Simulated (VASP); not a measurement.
# TiO2 (I4_1/amd) in VASP: further runs

TiO2 is run at these levels: PBE; tasks: single point.

Everything below comes from runs of VASP 6.6.1. Logs are shortened: lines on timing, memory, paths and dates and some standing lists are left out, and cuts for length are marked.

## (1) The cell of the first run

Symmetry: I4_1/amd, No. 141, tetragonal system. Conventional cell: a = 3.799 Å, b = 3.799 Å, c = 9.698 Å, α = 90.00°, β = 90.00°, γ = 90.00°. Within 2.6 Å of Ti (site symmetry -4m2) lie 6 O at 1.95 to 2.00 Å. O (site symmetry 2mm) has 3 Ti at 1.95 to 2.00 Å and 2 O at 2.47 Å within 2.6 Å.

## (2) Single point, PBE

INCAR

```
SYSTEM = TiO2
ALGO     = Normal         ! electronic algorithm
EDIFF    = 1E-6           ! SCF threshold, eV
ENCUT    = 520            ! plane-wave cutoff, eV
GGA      = PE             ! functional
ISIF     = 2              ! what is computed and relaxed
ISMEAR   = 0              ! smearing method
LASPH    = .True.         ! aspherical terms in the spheres
LCHARG   = .True.         ! write CHGCAR
LELF     = .True.         ! ELF
LREAL    = .False.        ! projectors in reciprocal space
LVHAR    = .True.       
LWAVE    = .False.        ! write WAVECAR
NBANDS   = 33             ! bands
NELM     = 80             ! most SCF steps
PREC     = Accurate       ! precision mode
SIGMA    = 0.02           ! smearing width, eV
```

KPOINTS

```
k-points
0
Gamma
  10 10 10
  0 0 0
```

POSCAR

```
TiO2
1.0
   -1.8995999940      1.8995999940      4.8488731948
    1.8995999940     -1.8995999940      4.8488731948
    1.8995999940      1.8995999940     -4.8488731948
Ti O
2 4
Direct
    0.0000000000      0.0000000000      0.0000000000
    0.7500000000      0.2500000000      0.5000000000
    0.9564814581      0.4564814581      0.5000000000
    0.2064814581      0.2064814581      0.0000000000
    0.5435185419      0.0435185419      0.5000000000
    0.7935185419      0.7935185419      0.0000000000
```

Potentials or basis: VASP PAW PBE potentials, release 64 (Ti_sv, O).

Launch:

```console
$ cat potpaw_PBE.64/Ti_sv/POTCAR potpaw_PBE.64/O/POTCAR > POTCAR
$ mpirun -np 1 vasp_std > vasp.out
```

OUTCAR:

```text
SYSTEM = TiO2
   EDIFF = 1E-6
   ENCUT = 520
   GGA = PE
   ISIF = 2
   ISMEAR = 0
   LASPH = .True.
   LREAL = .False.
   NELM = 80
   PREC = Accurate

 ion  position               nearest neighbor table
   1  0.000  0.000  0.000-   5 1.95   3 1.95   5 1.95   3 1.95   4 2.00   6 2.00
   2  0.750  0.250  0.500-   6 1.95   4 1.95   6 1.95   4 1.95   3 2.00   5 2.00
   3  0.956  0.456  0.500-   1 1.95   1 1.95   2 2.00
   4  0.206  0.206  0.000-   2 1.95   2 1.95   1 2.00
   5  0.544  0.044  0.500-   1 1.95   1 1.95   2 2.00
   6  0.794  0.794  0.000-   2 1.95   2 1.95   1 2.00

  LATTYP: Found a body centered tetragonal cell.
 ALAT       =     3.7991999880
 C/A-ratio  =     2.5525759160

  Lattice vectors:

 A1 = (  -1.8995999940,   1.8995999940,   4.8488731948)
 A2 = (   1.8995999940,  -1.8995999940,   4.8488731948)
 A3 = (   1.8995999940,   1.8995999940,  -4.8488731948)

Analysis of symmetry for initial positions (statically):
=====================================================================
 Subroutine PRICEL returns:
 Original cell was already a primitive cell.

 Routine SETGRP: Setting up the symmetry group for a
 body centered tetragonal supercell.

 Subroutine GETGRP returns: Found 16 space group operations
 (whereof  8 operations were pure point group operations)
 out of a pool of 16 trial point group operations.

The static configuration has the point symmetry D_2d.
 The point group associated with its full space group is D_4h.

Analysis of symmetry for dynamics (positions and initial velocities):
=====================================================================
 Subroutine PRICEL returns:
 Original cell was already a primitive cell.

 Routine SETGRP: Setting up the symmetry group for a
 body centered tetragonal supercell.

 Subroutine GETGRP returns: Found 16 space group operations
 (whereof  8 operations were pure point group operations)
 out of a pool of 16 trial point group operations.

The dynamic configuration has the point symmetry D_2d.
 The point group associated with its full space group is D_4h.

 Subroutine INISYM returns: Found 16 space group operations
 (whereof  8 operations are pure point group operations),
 and found     1 'primitive' translations

----------------------------------------------------------------------------------------

[... 96 lines left out ...]
   LSORBIT =      F    spin-orbit coupling
   LASPH  =      T    aspherical Exc in radial PAW
   ENCUT  =  520.0 eV  38.22 Ry    6.18 a.u.  10.31 10.31 10.31*2*pi/ulx,y,z
   NELM   =     80;   NELMIN=  2; NELMDL= -5     # of ELM steps
   EDIFF  = 0.1E-05   stopping-criterion for ELM
   LREAL  =      F    real-space projection
   EDIFFG = 0.1E-04   stopping-criterion for IOM
   NSW    =      0    number of steps for IOM
   IBRION =     -1    ionic relax: 0-MD 1-quasi-New 2-CG
   NFREE  =      0    steps in history (QN), initial steepest desc. (CG)
   ISIF   =      2    stress and relaxation
   ISYM   =      2    0-nonsym 1-usesym 2-fastsym
   POTIM  = 0.5000    time-step for ionic-motion
   TEBEG  =    0.0;   TEEND  =   0.0 temperature during run
   PSTRESS=    0.0 pullay stress
   NELECT =      48.0000    total number of electrons
   NUPDOWN=      -1.0000    fix difference up-down
   EMIN   =  10.00;   EMAX   =-10.00  energy-range for DOS
   EFERMI =   0.00;   METHOD = LEGACY
   ISMEAR =     0;   SIGMA  =   0.02  broadening in eV -4-tet -1-fermi 0-gaus
   EFERMI_NEDOS =   21; number of points for ismear=-14 and -15
   IALGO  =     38    algorithm
   IMIX   =      4    mixing-type and parameters
     AMIX     =   0.40;   BMIX     =  1.00
     AMIX_MAG =   1.60;   BMIX_MAG =  1.00
  volume/ion in A,a.u.               =      11.66        78.72
  Fermi-wavevector in a.u.,A,eV,Ry     =   1.443711  2.728218 28.358634  2.084301
  Thomas-Fermi vector in A             =   2.562088
   LORBIT       =      0    0 simple, 1 ext, 2 COOP (PROOUT), +10 PAW based schemes
   GGA     = PE    functional components
   LHFCALC =     F    Hartree Fock is set to
   AEXX    =    0.0000 exact exchange contribution
   IVDW    =     0    specifies the selected vdW correction
   LEPSILON=     F    determine dielectric tensor
   LRPA    =     F    only Hartree local field effects (RPA)
 non-spin polarized calculation
 Gauss-broadening in eV      SIGMA  =   0.02
  energy-cutoff  :      520.00
  volume of cell :       69.99
 maximum number of plane-waves:      1899
 NGX is ok and might be reduce to    42

 number of electron      47.9999996 magnetization

 Free energy of the ion-electron system (eV)
  ---------------------------------------------------
  ext. energy  EPLUGINS =         0.00000000
  ---------------------------------------------------
  free energy    TOTEN  =       -53.86475007 eV

  energy without entropy =      -53.86475007  energy(sigma->0) =      -53.86475007

 E-fermi :   3.3693     XC(G=0): -10.5927

 val. band max:        3.1420361185   @ k =  -0.4000   0.4000   0.0000
 cond. band min:       5.2539433170   @ k =   0.0000   0.0000   0.0000
 fundamental gap:      2.1119071985
 Fermi energy:         3.3693012143

 k-point     1 :       0.0000    0.0000    0.0000
  band No.  band energies     occupation
      1     -53.3142      2.00000
      2     -53.2631      2.00000
      3     -29.7431      2.00000
      4     -29.5244      2.00000
      5     -29.5244      2.00000
      6     -29.4630      2.00000
[... 853 lines left out ...]
     32       9.4200      0.00000
     33      10.3014      0.00000

 [... further k-points ...]
[... 5 lines left out ...]
  --------------------------------------------------------------------------------------
  -------------------------------------------------------------------------------------
  Total        0.2799747      0.2799747      0.3228193      0.0000000      0.0000000      0.0000000
  in kB        6.4092067      6.4092067      7.3900079      0.0000000      0.0000000      0.0000000
  external PRESSURE =       6.7361404 kB  Pullay stress =       0.0000000 kB

 VOLUME and BASIS-vectors are now :
 -----------------------------------------------------------------------------
  energy-cutoff  :      520.00
  volume of cell :       69.99
      direct lattice vectors                 reciprocal lattice vectors
    -1.899599994  1.899599994  4.848873195     0.000000000  0.263213309  0.103116741
     1.899599994 -1.899599994  4.848873195     0.263213309  0.000000000  0.103116741
     1.899599994  1.899599994 -4.848873195     0.263213309  0.263213309  0.000000000

 POSITION                                       TOTAL-FORCE (eV/Angst)
 -----------------------------------------------------------------------------------
      0.00000      0.00000      0.00000        -0.000000     -0.000000      0.000000
      0.00000      1.89960      2.42444        -0.000000     -0.000000     -0.000000
      0.00000      1.89960      4.42684        -0.000000      0.000000      0.019677
      0.00000      0.00000      2.00240         0.000000     -0.000000      0.019677
      0.00000      1.89960      0.42203        -0.000000      0.000000     -0.019677
      0.00000      0.00000      7.69534         0.000000     -0.000000     -0.019677
 -----------------------------------------------------------------------------------
    total drift:                               -0.000000     -0.000000      0.000000

  FREE ENERGIE OF THE ION-ELECTRON SYSTEM (eV)
  ---------------------------------------------------
  free  energy   TOTEN  =       -53.8647500660 eV

  energy  without entropy=      -53.8647500660  energy(sigma->0) =      -53.86475007
```

It took 3.6 min on 1 thread of Intel Xeon 6975P-C (Granite Rapids), shared host; peak memory 0.37 GiB.

Results:

| Quantity | Value |
| --- | --- |
| Free energy | -53.8648 eV |
| Pressure | 0.7 GPa |
| Largest force | 0.020 eV/Å |
| Band gap on the k mesh | 2.11 eV, indirect (least direct gap 2.41 eV) |

Forces in eV/Å, atoms in the order of the input:
```
Ti   0.000  0.000  0.000
Ti   0.000  0.000  0.000
O    0.000  0.000  0.020
O    0.000  0.000  0.020
O    0.000  0.000 -0.020
O    0.000  0.000 -0.020
```

Levels at points of the mesh, in eV from the valence-band top:
```
           k point  band 20  band 21  band 22  band 23  band 24  band 25  band 26  band 27  band 28  band 29
(0.00, 0.00, 0.00)    -0.79    -0.79    -0.78    -0.41    -0.41     2.11     2.78     3.97     3.97     3.98
(0.50, 0.00, 0.00)    -1.89    -1.88    -0.87    -0.84    -0.63     3.19     3.46     3.51     3.52     4.20
(0.50, 0.50, 0.00)    -2.56    -1.97    -1.97    -0.04    -0.04     3.21     3.21     3.69     3.69     4.77
(0.50, 0.50, 0.50)    -1.32    -1.23    -1.23    -0.09    -0.09     2.43     2.43     3.70     3.70     4.26
```

## (3) Single point, PBE

INCAR

```
PREC = Accurate
ENCUT = 520
EDIFF = 1E-6
ISMEAR = 0
SIGMA = 0.02
LREAL = F
LASPH = T
NELM = 100
ALGO = Normal
ISIF = 2
LWAVE = F
LCHARG = F
GGA = PE
NBANDS = 33
```

KPOINTS

```
Automatic mesh
0
Gamma
  10 10 10
```

POSCAR is that of step 2.

Potentials or basis: VASP PAW PBE potentials, release 64 (Ti_sv, O).

Launch:

```console
$ cat potpaw_PBE.64/Ti_sv/POTCAR potpaw_PBE.64/O/POTCAR > POTCAR
$ mpirun -np 1 vasp_std > vasp.out
```

It took 3.6 min on 1 thread of Intel Xeon 6975P-C (Granite Rapids), shared host; peak memory 0.36 GiB.

Results (log left out):

```
Free energy            : -53.8648 eV
Pressure               : 0.7 GPa
Largest force          : 0.020 eV/Å
Band gap on the k mesh : 2.11 eV, indirect (least direct gap 2.41 eV)
```

Forces on the atoms (eV/Å):
```
Ti   0.000  0.000  0.000
Ti   0.000  0.000  0.000
O    0.000  0.000  0.020
O    0.000  0.000  0.020
O    0.000  0.000 -0.020
O    0.000  0.000 -0.020
```

Stress tensor (GPa, compression positive):
```
0.64 0.00 0.00
0.00 0.64 0.00
0.00 0.00 0.74
```

Levels at points of the mesh, in eV from the valence-band top:
```csv
k point,band 22,band 23,band 24,band 25,band 26,band 27
"(0.00, 0.00, 0.00)",-0.78,-0.41,-0.41,2.11,2.78,3.97
"(0.50, 0.00, 0.00)",-0.87,-0.84,-0.63,3.19,3.46,3.51
"(0.50, 0.50, 0.00)",-1.97,-0.04,-0.04,3.21,3.21,3.69
"(0.50, 0.50, 0.50)",-1.23,-0.09,-0.09,2.43,2.43,3.70
```

A k mesh can miss the band edges. A hybrid or GW would open this gap; PBE tends to underestimate it.

## (4) Single point, PBE

This run uses another cell than the first one: it holds 30 atoms, not 6.

INCAR

```
SYSTEM = TiO2
PREC = Accurate ; ENCUT = 520
EDIFF = 1E-6 ; ISMEAR = 0
SIGMA = 0.02 ; LREAL = Auto
LASPH = .True. ; NELM = 80
ALGO = Normal ; ISIF = 2
LWAVE = .False. ; LCHARG = .True.
GGA = PE ; LELF = .True.
LVHAR = .True. ; NBANDS = 141
```

KPOINTS

```
Automatic mesh
0
Gamma
  2 2 2
  0.5 0.5 0.5
```

POSCAR

```
TiO2
1.0
    5.6987999821      1.8995999940     -4.8488731948
   -1.8995999940      5.6987999821      4.8488731948
    1.8995999940     -5.6987999821      4.8488731948
Ti O
10 20
Direct
    0.0000000000      0.0000000000      0.0000000000
    0.2000000000      0.4000000000      0.8000000000
    0.6000000000      0.2000000000      0.4000000000
    0.4000000000      0.8000000000      0.6000000000
    0.8000000000      0.6000000000      0.2000000000
    0.1000000000      0.4500000000      0.1500000000
    0.3000000000      0.8500000000      0.9500000000
    0.7000000000      0.6500000000      0.5500000000
    0.5000000000      0.2500000000      0.7500000000
    0.9000000000      0.0500000000      0.3500000000
    0.1000000000      0.6564814581      0.3564814581
    0.3000000000      0.0564814581      0.1564814581
    0.7000000000      0.8564814581      0.7564814581
    0.5000000000      0.4564814581      0.9564814581
    0.9000000000      0.2564814581      0.5564814581
    0.4000000000      0.0064814581      0.8064814581
    0.6000000000      0.4064814581      0.6064814581
    0.0000000000      0.2064814581      0.2064814581
    0.8000000000      0.8064814581      0.4064814581
    0.2000000000      0.6064814581      0.0064814581
    0.1000000000      0.2435185419      0.9435185419
    0.3000000000      0.6435185419      0.7435185419
    0.7000000000      0.4435185419      0.3435185419
    0.5000000000      0.0435185419      0.5435185419
    0.9000000000      0.8435185419      0.1435185419
    1.0000000000      0.7935185419      0.7935185419
    0.2000000000      0.1935185419      0.5935185419
    0.6000000000      0.9935185419      0.1935185419
    0.4000000000      0.5935185419      0.3935185419
    0.8000000000      0.3935185419      0.9935185419
```

Launch:

```console
$ cat potpaw_PBE.64/Ti_sv/POTCAR potpaw_PBE.64/O/POTCAR > POTCAR
$ mpirun -np 1 vasp_std > vasp.out
```

Wall time 3.5 min (1 thread of Intel Xeon 6975P-C (Granite Rapids), shared host); peak memory 0.51 GiB.

The run converged. Its results:

```
Free energy            : -269.3270 eV
Pressure               : 0.7 GPa
Largest force          : 0.015 eV/Å
Band gap on the k mesh : 2.30 eV
```

Forces in eV/Å, atoms in the order of the input:
```
Ti   0.000  0.000  0.000
Ti   0.000  0.000  0.000
Ti   0.000  0.000  0.000
Ti   0.000  0.000  0.000
Ti   0.000  0.000  0.000
Ti   0.000  0.000  0.000
Ti   0.000  0.000  0.000
Ti   0.000  0.000  0.000
Ti   0.000  0.000  0.000
Ti   0.000  0.000  0.000
O    0.000  0.000  0.015
O    0.000  0.000  0.015
O    0.000  0.000  0.015
O    0.000  0.000  0.015
O    0.000  0.000  0.015
O    0.000  0.000  0.015
O    0.000  0.000  0.015
O    0.000  0.000  0.015
O    0.000  0.000  0.015
O    0.000  0.000  0.015
O    0.000  0.000 -0.015
O    0.000  0.000 -0.015
O    0.000  0.000 -0.015
O    0.000  0.000 -0.015
O    0.000  0.000 -0.015
O    0.000  0.000 -0.015
O    0.000  0.000 -0.015
O    0.000  0.000 -0.015
O    0.000  0.000 -0.015
O    0.000  0.000 -0.015
```

Stress tensor (GPa, compression positive):
```
0.67 0.00 0.00
0.00 0.67 0.00
0.00 0.00 0.86
```

Levels at points of the mesh, in eV from the valence-band top:
```csv
k point,band 116,band 117,band 118,band 119,band 120,band 121,band 122,band 123,band 124,band 125
"(0.25, 0.25, 0.25)",-0.35,-0.35,-0.35,-0.14,-0.14,3.04,3.04,3.04,3.04,3.28
```
